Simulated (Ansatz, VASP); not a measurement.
**MgO in VASP and in Ansatz**

```
CELL_PARAMETERS angstrom
2.98049 0.00000 0.00000
0.00000 2.98049 0.00000
0.00000 0.00000 4.21504
ATOMIC_POSITIONS crystal
Mg 0.00000 0.00000 0.00000
Mg 0.50000 0.50000 0.50000
O 0.50000 0.50000 0.00000
O 0.00000 0.00000 0.50000
```

Alike in both runs: task single point; functional PBEsol; k mesh 6 × 6 × 4; occupations gaussian, width 0.1 eV; no spin polarisation.

```csv
,VASP,Ansatz
version,VASP 6.6.1,Ansatz 0.2.0
potentials or method,"VASP PAW PBE potentials, release 64 (Mg, O), cutoff 600 eV","scalar-relativistic, plane waves, PAW"
valence electrons in the cell,16,32
```

```csv
,VASP,Ansatz,Ansatz less VASP
gap on the k mesh at the Fermi level (eV),4.61,4.62,+0.005
least direct gap on the mesh (eV),4.61,4.62,+0.005
pressure (GPa),-0.8,0.0,+0.82
```

VASP's potentials were made for PBE, not for PBEsol, and Ansatz warns of the same on its side. With one functional, cell and mesh, what is left measures potentials, basis and numerics. VASP's potentials hold 16 valence electrons a cell and Ansatz's 32, so a difference there can come from the potentials and not from the codes.
